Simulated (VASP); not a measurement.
# NiO (Pm-3m) in VASP: notebook, part 2 of 2

VASP 6.6.1. Earlier steps stand in the parts before.

**5. Single point, PBE, collinear spin, ferromagnetic start**

INCAR reads:

```
SYSTEM = NiO
PREC = Accurate
ENCUT = 520
EDIFF = 1E-6
ISMEAR = -1
SIGMA = 0.05
LREAL = .FALSE.
LASPH = .TRUE.
NELM = 150
ALGO = Normal
ISIF = 2
LWAVE = .FALSE.
LCHARG = .FALSE.
ISPIN = 2
MAGMOM = 1.2 0
LORBIT = 11
NUPDOWN = 1.2
LMAXMIX = 4
GGA = PE
NBANDS = 19
```

KPOINTS reads:

```
Automatic mesh
0
G
  9 9 9
  0 0 0
```

POSCAR reads:

```
NiO
1.0
    2.5046153800      0.0000000000      0.0000000000
    0.0000000000      2.5046153800      0.0000000000
    0.0000000000      0.0000000000      2.5046153800
Ni O
1 1
Direct
    0.0000000000      0.0000000000      0.0000000000
    0.5000000000      0.5000000000      0.5000000000
```

Potentials or basis: VASP PAW PBE potentials, release 64 (Ni, O).

On the command line:

```bash
$ cat potpaw_PBE.64/Ni/POTCAR potpaw_PBE.64/O/POTCAR > POTCAR
$ mpirun -np 1 vasp_std > vasp.out
```

OUTCAR:

```text
SYSTEM = NiO
   PREC = Accurate
   ENCUT = 520
   EDIFF = 1E-6
   ISMEAR = -1
   LREAL = .FALSE.
   LASPH = .TRUE.
   NELM = 150
   ISIF = 2
   ISPIN = 2
   LORBIT = 11
   NUPDOWN = 1.2
   GGA = PE

 ion  position               nearest neighbor table
   1  0.000  0.000  0.000-   2 2.17   2 2.17   2 2.17   2 2.17   2 2.17   2 2.17   2 2.17   2 2.17

   2  0.500  0.500  0.500-   1 2.17   1 2.17   1 2.17   1 2.17   1 2.17   1 2.17   1 2.17   1 2.17

  LATTYP: Found a simple cubic cell.
 ALAT       =     2.5046153800

  Lattice vectors:

 A1 = (   2.5046153800,   0.0000000000,   0.0000000000)
 A2 = (   0.0000000000,   2.5046153800,   0.0000000000)
 A3 = (   0.0000000000,   0.0000000000,   2.5046153800)

Analysis of symmetry for initial positions (statically):
=====================================================================
 Subroutine PRICEL returns:
 Original cell was already a primitive cell.

 Routine SETGRP: Setting up the symmetry group for a
 simple cubic supercell.

 Subroutine GETGRP returns: Found 48 space group operations
 (whereof 48 operations were pure point group operations)
 out of a pool of 48 trial point group operations.

The static configuration has the point symmetry O_h .

Analysis of symmetry for dynamics (positions and initial velocities):
=====================================================================
 Subroutine PRICEL returns:
 Original cell was already a primitive cell.

 Routine SETGRP: Setting up the symmetry group for a
 simple cubic supercell.

 Subroutine GETGRP returns: Found 48 space group operations
 (whereof 48 operations were pure point group operations)
 out of a pool of 48 trial point group operations.

The dynamic configuration has the point symmetry O_h .

Analysis of structural, dynamic, and magnetic symmetry:
=====================================================================
 Subroutine PRICEL returns:
 Original cell was already a primitive cell.

 Routine SETGRP: Setting up the symmetry group for a
 simple cubic supercell.

 Subroutine GETGRP returns: Found 48 space group operations
 (whereof 48 operations were pure point group operations)
[... 146 lines left out ...]
  free energy    TOTEN  =       -10.33300469 eV

  energy without entropy =      -10.30637051  energy(sigma->0) =      -10.31968760

 E-fermi :   9.7474     XC(G=0): -13.7239

 val. band max:        9.7632987334   @ k =   0.4444   0.4444   0.4444
 cond. band min:       9.7517871706   @ k =   0.4444   0.3333   0.1111
 fundamental gap:     -0.0115115627
 Fermi energy:         9.7635878776

 spin component 1

 k-point     1 :       0.0000    0.0000    0.0000
  band No.  band energies     occupation
      1     -11.5895      1.00000
      2       5.8832      1.00000
      3       5.8832      1.00000
      4       6.7241      1.00000
      5       6.7241      1.00000
      6       6.7241      1.00000
[... 517 lines left out ...]
     18      41.7089      0.00000
     19      48.7220      0.00000

 [... further k-points ...]

 spin component 2

 k-point     1 :       0.0000    0.0000    0.0000
  band No.  band energies     occupation
      1     -11.1878      1.00000
      2       6.5627      1.00000
      3       6.5627      1.00000
      4       7.2210      1.00000
      5       7.2210      1.00000
      6       7.2210      1.00000
[... 517 lines left out ...]
     18      41.7899      0.00000
     19      48.8376      0.00000

 [... further k-points ...]

------------------------ aborting loop because EDIFF is reached ----------------------------------------

  FORCE on cell =-STRESS in cart. coord.  units (eV):
  Direction    XX          YY          ZZ          XY          YZ          ZX
  --------------------------------------------------------------------------------------
  -------------------------------------------------------------------------------------
  Total        2.6726566      2.6726566      2.6726566     -0.0000000     -0.0000000      0.0000000
  in kB      272.5402324    272.5402324    272.5402324     -0.0000000     -0.0000000      0.0000000
  external PRESSURE =     272.5402324 kB  Pullay stress =       0.0000000 kB

 VOLUME and BASIS-vectors are now :
 -----------------------------------------------------------------------------
  energy-cutoff  :      520.00
  volume of cell :       15.71
      direct lattice vectors                 reciprocal lattice vectors
     2.504615380  0.000000000  0.000000000     0.399262900  0.000000000  0.000000000
     0.000000000  2.504615380  0.000000000     0.000000000  0.399262900  0.000000000
     0.000000000  0.000000000  2.504615380     0.000000000  0.000000000  0.399262900

 POSITION                                       TOTAL-FORCE (eV/Angst)
 -----------------------------------------------------------------------------------
      0.00000      0.00000      0.00000         0.000000      0.000000      0.000000
      1.25231      1.25231      1.25231         0.000000      0.000000      0.000000
 -----------------------------------------------------------------------------------
    total drift:                                0.000000      0.000000      0.000000

  FREE ENERGIE OF THE ION-ELECTRON SYSTEM (eV)
  ---------------------------------------------------
  free  energy   TOTEN  =       -10.3330046861 eV

  energy  without entropy=      -10.3063705108  energy(sigma->0) =      -10.31968760

 total charge

# of ion       s       p       d       tot
------------------------------------------
    1        0.346   0.448   8.364   9.158
    2        1.602   3.334   0.000   4.936
--------------------------------------------------
tot          1.948   3.782   8.364  14.094

 magnetization (x)

# of ion       s       p       d       tot
------------------------------------------
    1       -0.007  -0.003   0.909   0.900
    2        0.006   0.270   0.000   0.276
--------------------------------------------------
tot         -0.001   0.267   0.909   1.176
```

OSZICAR:

```text
N       E                     dE             d eps       ncg     rms          rms(c)
DAV:   1     0.834202343457E+02    0.83420E+02   -0.69885E+03  2858   0.109E+03
DAV:   2    -0.804351466757E+01   -0.91464E+02   -0.80436E+02  2778   0.240E+02
DAV:   3    -0.128664289149E+02   -0.48229E+01   -0.44900E+01  2955   0.549E+01
DAV:   4    -0.129058388063E+02   -0.39410E-01   -0.39375E-01  3090   0.489E+00
DAV:   5    -0.129063273526E+02   -0.48855E-03   -0.48851E-03  3066   0.534E-01    0.142E+01
DAV:   6    -0.129007170504E+02    0.56103E-02   -0.14772E+01  3525   0.636E+01    0.213E+01
DAV:   7    -0.104229891971E+02    0.24777E+01   -0.80142E+00  3269   0.549E+01    0.620E+00
DAV:   8    -0.103403535787E+02    0.82636E-01   -0.27080E-01  3553   0.802E+00    0.313E+00
DAV:   9    -0.103386497075E+02    0.17039E-02   -0.40836E-02  4248   0.333E+00    0.124E+00
DAV:  10    -0.103336512267E+02    0.49985E-02   -0.10856E-02  3757   0.221E+00    0.323E-01
DAV:  11    -0.103329511753E+02    0.70005E-03   -0.20236E-03  3812   0.850E-01    0.808E-02
DAV:  12    -0.103330002406E+02   -0.49065E-04   -0.40633E-04  3891   0.286E-01    0.572E-02
DAV:  13    -0.103330031032E+02   -0.28626E-05   -0.42762E-05  3450   0.137E-01    0.105E-02
DAV:  14    -0.103330047516E+02   -0.16484E-05   -0.62731E-06  3125   0.256E-02    0.586E-03
DAV:  15    -0.103330046861E+02    0.65543E-07   -0.21424E-07  1629   0.837E-03
   1 F= -.10333005E+02 E0= -.10319688E+02  d E =-.266342E-01  mag=     1.2000
```

Wall time 34 s (1 thread of Intel Xeon 8259CL, shared host); peak memory 0.14 GiB.

What came out:

- Free energy: -10.3330 eV
- Pressure: 27.3 GPa
- Net moment: 1.20 μB per cell
- Site moments: Ni +0.90; O +0.28 μB
- Valence electrons inside the program's atomic spheres: Ni 9.16; O 4.94

Caveat: the total moment is fixed, so each spin has its own Fermi level; a cell with one magnetic atom can't hold antiferromagnetic order, which such compounds often take.

**6. Single point, PBE, collinear spin, ferromagnetic start**

INCAR reads:

```
SYSTEM = NiO
PREC     = Accurate       ! precision mode
ENCUT    = 520            ! plane-wave cutoff, eV
EDIFF    = 1E-6           ! SCF threshold, eV
ISMEAR   = -1             ! smearing method
SIGMA    = 0.05           ! smearing width, eV
LREAL    = .False.        ! projectors in reciprocal space
LASPH    = .True.         ! aspherical terms in the spheres
NELM     = 150            ! most SCF steps
ALGO     = Normal         ! electronic algorithm
ISIF     = 2              ! what is computed and relaxed
LWAVE    = .False.        ! write WAVECAR
LCHARG   = .False.        ! write CHGCAR
ISPIN    = 2              ! spin polarisation
MAGMOM   = 1.5 0          ! initial moments
LORBIT   = 11             ! projections on sites
NUPDOWN  = 1.5            ! fixed moment
LMAXMIX  = 4              ! l up to which the mixer works
GGA      = PE             ! functional
NBANDS   = 19             ! bands
```

KPOINTS reads:

```
Automatic mesh
0
Gamma
  9 9 9
  0 0 0
```

POSCAR is that of step 5.

Potentials or basis: VASP PAW PBE potentials, release 64 (Ni, O).

On the command line:

```bash
$ cat potpaw_PBE.64/Ni/POTCAR potpaw_PBE.64/O/POTCAR > POTCAR
$ mpirun -np 1 vasp_std > vasp.out
```

Run time: 32 s. Hardware: 1 thread of Intel Xeon 8259CL, shared host; peak memory 0.14 GiB.

It converged, with:

| Item | Value |
| --- | --- |
| Free energy | -10.3275 eV |
| Pressure | 28.9 GPa |
| Net moment | 1.50 μB per cell |
| Site moments | Ni +1.10; O +0.36 μB |
| Valence electrons inside the program's atomic spheres | Ni 9.15; O 4.94 |

Caveat: the total moment is fixed, so each spin has its own Fermi level; a cell with one magnetic atom can't hold antiferromagnetic order, which such compounds often take.

**7. The runs side by side**

| fixed moment (μB) | pressure (GPa) | moment (μB) |
| --- | --- | --- |
| 0.5 | 24.5 | 0.50 |
| 0.8 | 25.3 | 0.80 |
| 1.0 | 26.3 | 1.00 |
| 1.2 | 27.3 | 1.20 |
| 1.5 | 28.9 | 1.50 |

Alike in all rows: task single point; level PBE; potentials or basis VASP PAW PBE potentials, release 64 (Ni, O); spin collinear, ferromagnetic start; cell as given; k mesh 9 × 9 × 9; cutoff (eV) 520; smearing fermi-dirac 0.05 eV.

Caveats: the total moment is fixed, so each spin has its own Fermi level; a cell with one magnetic atom can't hold antiferromagnetic order, which such compounds often take.

Total energies depend on the potentials used, so only differences within one code and one set of settings carry meaning.
